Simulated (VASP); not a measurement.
A run of VASP 6.6.1:

File POSCAR:

```
LaAl2Zn2
1.0
   -2.1402672300      2.1402672300      5.4996111300
    2.1402672300     -2.1402672300      5.4996111300
    2.1402672300      2.1402672300     -5.4996111300
La Al Zn
1 2 2
Direct
    0.0000000000      0.0000000000      0.0000000000
    0.7500000000      0.2500000000      0.5000000000
    0.2500000000      0.7500000000      0.5000000000
    0.3864700100      0.3864700100      0.0000000000
    0.6135299900      0.6135299900      0.0000000000
```

File INCAR.step1:

```
SYSTEM = LaAl2Zn2
PREC = Accurate
ENCUT = 520
ISMEAR = -1
SIGMA = 0.1
LREAL = .FALSE.
LASPH = .TRUE.
NELM = 80
NBANDS = 28
GGA = PE
ALGO = Normal
EDIFF = 1E-4
LWAVE = .TRUE.
LCHARG = .FALSE.
```

INCAR.step2

```
SYSTEM = LaAl2Zn2
PREC = Accurate
ENCUT = 520
EDIFF = 1E-6
ISMEAR = -1
SIGMA = 0.1
LREAL = .FALSE.
LASPH = .TRUE.
NELM = 80
ALGO = Normal
ISIF = 2
LWAVE = .FALSE.
LCHARG = .FALSE.
METAGGA = R2SCAN
LMIXTAU = .TRUE.
NBANDS = 28
ISTART = 1
```

KPOINTS

```
regular mesh
0
G
  11 11 11
  0 0 0
```

Potentials or basis: VASP PAW PBE potentials, release 64 (La, Al, Zn).

The run is started by

```console
$ cat potpaw_PBE.64/La/POTCAR potpaw_PBE.64/Al/POTCAR potpaw_PBE.64/Zn/POTCAR > POTCAR
$ cp INCAR.step1 INCAR
$ mpirun -np 1 vasp_std > vasp.out
$ cp INCAR.step2 INCAR
$ mpirun -np 1 vasp_std > vasp.out
```

Hardware: 1 thread of AMD EPYC 9R45 96-Core Processor (Zen 5), with other jobs on the host.

**Question.** How long does it take, and how much memory?

**Answer.** Wall time 34 min on 1 thread of AMD EPYC 9R45 96-Core Processor (Zen 5), with other jobs on the host, peak memory 0.63 GiB. Counts: k points 126.
